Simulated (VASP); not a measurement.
# BN (Cm) in VASP: notebook

Runs on BN. Level: PBEsol. Tasks: single point.

Program: VASP 6.6.1. These are calculated values, not measurements. Logs are shortened: lines on timing, memory, paths and dates and some standing lists are left out, and cuts for length are marked.

**1. The cell of the first run**

The structure is monoclinic, space group Cm (No. 8). Conventional cell: a = 4.401 Å, b = 2.541 Å, c = 12.631 Å, α = 90.00°, β = 93.33°, γ = 90.00°. Within 2.1 Å of B (site symmetry m) lie 4 N at 1.56 to 1.57 Å. Within 2.1 Å of B (site symmetry m) lie 4 N at 1.56 to 1.57 Å. B (site symmetry m) has 4 N at 1.56 to 1.57 Å within 2.1 Å. B (site symmetry m) has 4 N at 1.56 to 1.74 Å within 2.1 Å. B (site symmetry m) has 4 N at 1.56 to 1.57 Å within 2.1 Å. Within 2.1 Å of B (site symmetry m) lie 4 N at 1.56 to 1.57 Å. N (site symmetry m) has 4 B at 1.56 to 1.57 Å within 2.1 Å. N (site symmetry m) has 4 B at 1.56 to 1.57 Å within 2.1 Å.

**2. Single point, PBEsol**

INCAR

```
SYSTEM = BN
PREC = Accurate ; ENCUT = 600
EDIFF = 1E-6 ; ISMEAR = 0
SIGMA = 0.05 ; LREAL = .False.
LASPH = .True. ; NELM = 120
ALGO = Normal ; ISIF = 2
LWAVE = .False. ; LCHARG = .False.
GGA = PS ; NBANDS = 36
GGA_COMPAT = .False.
```

KPOINTS

```
Automatic mesh
0
Gamma
  10 10 2
  0 0 0
```

POSCAR

```
BN
1.0
   -2.5410113134      0.0000000000      0.0000000000
   -1.2705056567     -2.2005803487      0.0000000000
   -0.6353798789     -0.3668367441     12.6098865131
B N
6 6
Direct
    0.6284849765      0.6284849765      0.2290443320
    0.5729183099      0.5729183099      0.5623776653
    0.5173516432      0.5173516432      0.8957109987
    0.3229349765      0.3229349765      0.0623776653
    0.2673683099      0.2673683099      0.3957109987
    0.2118016432      0.2118016432      0.7290443320
    0.6492928035      0.6492928035      0.1042223347
    0.5937261368      0.5937261368      0.4375556680
    0.5381594701      0.5381594701      0.7708890013
    0.1770428035      0.1770428035      0.9375556680
    0.2881761368      0.2881761368      0.2708890013
    0.2326094701      0.2326094701      0.6042223347
```

Potentials or basis: VASP PAW PBE potentials, release 64 (B, N).

Launch:

```sh
> cat potpaw_PBE.64/B/POTCAR potpaw_PBE.64/N/POTCAR > POTCAR
> mpirun -np 1 vasp_std > vasp.out
```

OUTCAR:

```text
SYSTEM = BN
   PREC = Accurate
   ENCUT = 600
   EDIFF = 1E-6
   ISMEAR = 0
   LREAL = .False.
   LASPH = .True.
   NELM = 120
   ISIF = 2
   GGA = PS

 ion  position               nearest neighbor table
   1  0.628  0.628  0.229-  11 1.56  11 1.56  11 1.56   7 1.57
   2  0.573  0.573  0.562-  12 1.56  12 1.56  12 1.56   8 1.57
   3  0.517  0.517  0.896-  10 1.56  10 1.56  10 1.56   9 1.57
   4  0.323  0.323  0.062-   7 1.56   7 1.56   7 1.56  10 1.74
   5  0.267  0.267  0.396-   8 1.56   8 1.56   8 1.56  11 1.57
   6  0.212  0.212  0.729-   9 1.56   9 1.56   9 1.56  12 1.57
   7  0.649  0.649  0.104-   4 1.56   4 1.56   4 1.56   1 1.57
   8  0.594  0.594  0.438-   5 1.56   5 1.56   5 1.56   2 1.57
   9  0.538  0.538  0.771-   6 1.56   6 1.56   6 1.56   3 1.57
  10  0.177  0.177  0.938-   3 1.56   3 1.56   3 1.56   4 1.74
  11  0.288  0.288  0.271-   1 1.56   1 1.56   1 1.56   5 1.57
  12  0.233  0.233  0.604-   2 1.56   2 1.56   2 1.56   6 1.57

  LATTYP: Found a base centered monoclinic cell.
 ALAT       =     4.4011606974
 B/A-ratio  =     0.5773502692
 C/A-ratio  =     2.8699728985
 COS(beta)  =    -0.0580841722

  Lattice vectors:

 A1 = (   2.5410113134,   0.0000000000,   0.0000000000)
 A2 = (   1.2705056567,   2.2005803487,   0.0000000000)
 A3 = (  -0.6353798789,  -0.3668367441,  12.6098865131)

Analysis of symmetry for initial positions (statically):
=====================================================================
 Subroutine PRICEL returns:
 Original cell was already a primitive cell.

 Routine SETGRP: Setting up the symmetry group for a
 base centered monoclinic supercell.

 Subroutine GETGRP returns: Found  2 space group operations
 (whereof  2 operations were pure point group operations)
 out of a pool of  4 trial point group operations.

The static configuration has the point symmetry C_1h.

Analysis of symmetry for dynamics (positions and initial velocities):
=====================================================================
 Subroutine PRICEL returns:
 Original cell was already a primitive cell.

 Routine SETGRP: Setting up the symmetry group for a
 base centered monoclinic supercell.

 Subroutine GETGRP returns: Found  2 space group operations
 (whereof  2 operations were pure point group operations)
 out of a pool of  4 trial point group operations.

The dynamic configuration has the point symmetry C_1h.

 Subroutine INISYM returns: Found  2 space group operations
 (whereof  2 operations are pure point group operations),
 and found     1 'primitive' translations

----------------------------------------------------------------------------------------

                                     Primitive cell

  volume of cell :      70.5107

  direct lattice vectors                    reciprocal lattice vectors
    -2.541011313  0.000000000  0.000000000    -0.393544096  0.227212790 -0.013219786
    -1.270505657 -2.200580349  0.000000000     0.000000000 -0.454425579 -0.013219786
    -0.635379879 -0.366836744 12.609886513     0.000000000  0.000000000  0.079302855

  length of vectors
     2.541011313  2.541011313 12.631211924     0.454617828  0.454617828  0.079302855

  position of ions in fractional coordinates (direct lattice)
     0.628484976  0.628484976  0.229044332
     0.572918310  0.572918310  0.562377665
     0.517351643  0.517351643  0.895710999
     0.322934977  0.322934977  0.062377665
     0.267368310  0.267368310  0.395710999
     0.211801643  0.211801643  0.729044332
     0.649292804  0.649292804  0.104222335
     0.593726137  0.593726137  0.437555668
     0.538159470  0.538159470  0.770889001
     0.177042804  0.177042804  0.937555668
     0.288176137  0.288176137  0.270889001
     0.232609470  0.232609470  0.604222335

  ion indices of the primitive-cell ions
   primitive index   ion index
                 1           1
                 2           2
                 3           3
                 4           4
                 5           5
                 6           6
                 7           7
                 8           8
                 9           9
                10          10
                11          11
                12          12

----------------------------------------------------------------------------------------

 KPOINTS: Automatic mesh

Automatic generation of k-mesh.
 Grid dimensions read from file:
 generate k-points for:   10   10    2

 Generating k-lattice:

  Cartesian coordinates                     Fractional coordinates (reciprocal lattice)
    -0.039354410  0.022721279 -0.001321979     0.100000000  0.000000000  0.000000000
     0.000000000 -0.045442558 -0.001321979     0.000000000  0.100000000  0.000000000
     0.000000000  0.000000000  0.039651427     0.000000000  0.000000000  0.500000000

  Length of vectors
     0.045461783  0.045461783  0.039651427

  Shift w.r.t. Gamma in fractional coordinates (k-lattice)
     0.000000000  0.000000000  0.000000000

 Subroutine IBZKPT returns following result:
 ===========================================

 Found     62 irreducible k-points:

 Following reciprocal coordinates:
            Coordinates               Weight
  0.000000  0.000000  0.000000      1.000000
  0.100000  0.000000  0.000000      4.000000
  0.200000  0.000000  0.000000      4.000000
  0.300000 -0.000000  0.000000      4.000000
  0.400000  0.000000  0.000000      4.000000
  0.500000  0.000000  0.000000      2.000000
[... 16 lines left out ...]
  0.300000  0.300000  0.000000      2.000000
  0.400000  0.300000  0.000000      4.000000
 [... further k-points ...]
   k-points           NKPTS =     62   k-points in BZ     NKDIM =     62   number of bands    NBANDS=     36
   number of dos      NEDOS =    301   number of ions     NIONS =     12
   total plane-waves  NPLWV =  43200
   dimension x,y,z NGX =    20 NGY =   20 NGZ =  108
   dimension x,y,z NGXF=    40 NGYF=   40 NGZF=  216
   ions per type =               6   6
   NGX,Y,Z   is equivalent  to a cutoff of  13.09, 13.09, 14.21 a.u.
   NGXF,Y,Z  is equivalent  to a cutoff of  26.17, 26.17, 28.43 a.u.
 SYSTEM =  BN
   PREC   = accura    normal or accurate (medium, high low for compatibility)
   ISTART =      0    job   : 0-new  1-cont  2-samecut
   ICHARG =      2    charge: 1-file 2-atom 10-const
   ISPIN  =      1    spin polarized calculation?
   LNONCOLLINEAR =      F non collinear calculations
   LSORBIT =      F    spin-orbit coupling
   LASPH  =      T    aspherical Exc in radial PAW
   ENCUT  =  600.0 eV  44.10 Ry    6.64 a.u.   5.08  5.08 25.23*2*pi/ulx,y,z
   NELM   =    120;   NELMIN=  2; NELMDL= -5     # of ELM steps
   EDIFF  = 0.1E-05   stopping-criterion for ELM
   LREAL  =      F    real-space projection
   EDIFFG = 0.1E-04   stopping-criterion for IOM
   NSW    =      0    number of steps for IOM
   IBRION =     -1    ionic relax: 0-MD 1-quasi-New 2-CG
   NFREE  =      0    steps in history (QN), initial steepest desc. (CG)
   ISIF   =      2    stress and relaxation
   ISYM   =      2    0-nonsym 1-usesym 2-fastsym
   POTIM  = 0.5000    time-step for ionic-motion
   TEBEG  =    0.0;   TEEND  =   0.0 temperature during run
   PSTRESS=    0.0 pullay stress
   NELECT =      48.0000    total number of electrons
   NUPDOWN=      -1.0000    fix difference up-down
   EMIN   =  10.00;   EMAX   =-10.00  energy-range for DOS
   EFERMI =   0.00;   METHOD = LEGACY
   ISMEAR =     0;   SIGMA  =   0.05  broadening in eV -4-tet -1-fermi 0-gaus
   EFERMI_NEDOS =   21; number of points for ismear=-14 and -15
   IALGO  =     38    algorithm
   IMIX   =      4    mixing-type and parameters
     AMIX     =   0.40;   BMIX     =  1.00
     AMIX_MAG =   1.60;   BMIX_MAG =  1.00
  volume/ion in A,a.u.               =       5.88        39.65
  Fermi-wavevector in a.u.,A,eV,Ry     =   1.440136  2.721463 28.218379  2.073992
  Thomas-Fermi vector in A             =   2.558914
   LORBIT       =      0    0 simple, 1 ext, 2 COOP (PROOUT), +10 PAW based schemes
   GGA     = PS    functional components
   LHFCALC =     F    Hartree Fock is set to
   AEXX    =    0.0000 exact exchange contribution
   IVDW    =     0    specifies the selected vdW correction
   LEPSILON=     F    determine dielectric tensor
   LRPA    =     F    only Hartree local field effects (RPA)
 non-spin polarized calculation
 Gauss-broadening in eV      SIGMA  =   0.05
  energy-cutoff  :      600.00
  volume of cell :       70.51
 maximum number of plane-waves:      2375
   NGX = 11   NGY = 11   NGZ = 51

 number of electron      47.9999996 magnetization

 Free energy of the ion-electron system (eV)
  ---------------------------------------------------
  ext. energy  EPLUGINS =         0.00000000
  ---------------------------------------------------
  free energy    TOTEN  =      -108.60338255 eV

  energy without entropy =     -108.60338255  energy(sigma->0) =     -108.60338255

 E-fermi :   7.9968     XC(G=0): -13.0500

 val. band max:        7.7201855205   @ k =   0.0000   0.0000   0.0000
 cond. band min:      11.3555059873   @ k =   0.5000   0.5000   0.0000
 fundamental gap:      3.6353204668
 Fermi energy:         7.9968205565

 k-point     1 :       0.0000    0.0000    0.0000
  band No.  band energies     occupation
      1     -12.9128      2.00000
      2     -12.2562      2.00000
      3     -12.1483      2.00000
      4     -10.4006      2.00000
      5     -10.2849      2.00000
      6      -8.6206      2.00000
[... 28 lines left out ...]
     35      17.2501      0.00000
     36      17.5293      0.00000

 k-point     2 :       0.1000    0.0000    0.0000
  band No.  band energies     occupation
      1     -12.6927      2.00000
      2     -12.0447      2.00000
      3     -11.9276      2.00000
      4     -10.2134      2.00000
      5     -10.0740      2.00000
      6      -8.4517      2.00000
[... 28 lines left out ...]
     35      17.8517      0.00000
     36      17.9370      0.00000
[... 817 lines left out ...]
     35      19.2556      0.00000
     36      19.2993      0.00000

 k-point    24 :       0.4000    0.3000    0.0000
  band No.  band energies     occupation
      1     -10.2407      2.00000
      2      -9.7443      2.00000
      3      -9.4670      2.00000
      4      -8.3111      2.00000
      5      -7.9081      2.00000
      6      -6.9533      2.00000
[... 28 lines left out ...]
     35      19.2259      0.00000
     36      19.4941      0.00000

 [... further k-points ...]
[... 5 lines left out ...]
  --------------------------------------------------------------------------------------
  -------------------------------------------------------------------------------------
  Total       -1.8222981      0.2865941      1.5754895     -1.8263542      2.6274106      4.5508091
  in kB      -41.4071170      6.5121267     35.7990166    -41.4992823     59.7012635    103.4056322
  external PRESSURE =       0.3013421 kB  Pullay stress =       0.0000000 kB

 VOLUME and BASIS-vectors are now :
 -----------------------------------------------------------------------------
  energy-cutoff  :      600.00
  volume of cell :       70.51
      direct lattice vectors                 reciprocal lattice vectors
    -2.541011313  0.000000000  0.000000000    -0.393544096  0.227212790 -0.013219786
    -1.270505657 -2.200580349  0.000000000     0.000000000 -0.454425579 -0.013219786
    -0.635379879 -0.366836744 12.609886513     0.000000000  0.000000000  0.079302855

 POSITION                                       TOTAL-FORCE (eV/Angst)
 -----------------------------------------------------------------------------------
     -2.54101     -1.46705      2.88822         0.057166      0.033005      0.170033
     -2.54101     -1.46705      7.09152        -0.001259     -0.000727      0.099462
     -2.54101     -1.46705     11.29481        -0.398406     -0.230020      0.008935
     -1.27051     -0.73353      0.78658         2.550306      1.472420      0.168462
     -1.27051     -0.73353      4.98987        -0.004071     -0.002350      0.101318
     -1.27051     -0.73353      9.19317        -0.021159     -0.012216      0.117646
     -2.54101     -1.46705      1.31423        -0.082692     -0.047742      0.118061
     -2.54101     -1.46705      5.51753         0.000715      0.000413     -0.099551
     -2.54101     -1.46705      9.72082        -0.120186     -0.069389     -0.244755
     -1.27051     -0.73353     11.82247        -1.972510     -1.138829     -0.245181
     -1.27051     -0.73353      3.41588        -0.005359     -0.003094     -0.089439
     -1.27051     -0.73353      7.61918        -0.002547     -0.001471     -0.104991
 -----------------------------------------------------------------------------------
    total drift:                                0.000017      0.000010      0.000212

  FREE ENERGIE OF THE ION-ELECTRON SYSTEM (eV)
  ---------------------------------------------------
  free  energy   TOTEN  =      -108.6033825463 eV

  energy  without entropy=     -108.6033825463  energy(sigma->0) =     -108.60338255
```

Run time: 2.9 min. Hardware: 1 thread of Intel Xeon Platinum 8259CL at 2.50GHz (Skylake/Cascade Lake), shared host; peak memory 0.27 GiB.

What came out:

- Free energy: -108.6034 eV
- Pressure: 0.0 GPa
- Largest force: 2.950 eV/Å
- Band gap on the k mesh: 3.64 eV (least direct gap 5.60 eV)

Forces in eV/Å, atoms in the order of the input:
```
B    0.057  0.033  0.170
B   -0.001 -0.001  0.099
B   -0.398 -0.230  0.009
B    2.550  1.472  0.168
B   -0.004 -0.002  0.101
B   -0.021 -0.012  0.118
N   -0.083 -0.048  0.118
N    0.001  0.000 -0.100
N   -0.120 -0.069 -0.245
N   -1.973 -1.139 -0.245
N   -0.005 -0.003 -0.089
N   -0.003 -0.001 -0.105
```

Stress tensor (GPa, compression positive):
```
-4.14 -4.15 10.34
-4.15  0.65  5.97
10.34  5.97  3.58
```

Levels at points of the mesh, in eV from the valence-band top:
```
           k point  band 21  band 22  band 23  band 24  band 25  band 26  band 27  band 28
(0.00, 0.00, 0.00)    -0.57    -0.26    -0.04     0.00     7.01     8.01     8.34     8.50
(0.50, 0.00, 0.00)    -3.47    -2.98    -2.61    -2.23     5.15     6.39     6.53     6.65
(0.50, 0.50, 0.00)    -3.23    -3.11    -2.23    -1.97     3.64     6.38     6.46     6.63
(0.00, 0.00, 0.50)    -0.50    -0.38    -0.15    -0.12     7.02     8.09     8.36     8.48
(0.50, 0.00, 0.50)    -3.62    -3.12    -2.46    -2.36     5.19     6.40     6.46     6.63
(0.50, 0.50, 0.50)    -3.83    -2.62    -2.40    -2.09     3.72     6.39     6.52     6.69
```

Caveat: the PAW data sets were made with another functional, which shifts forces and pressure a little.

[end of part 1 of 2]
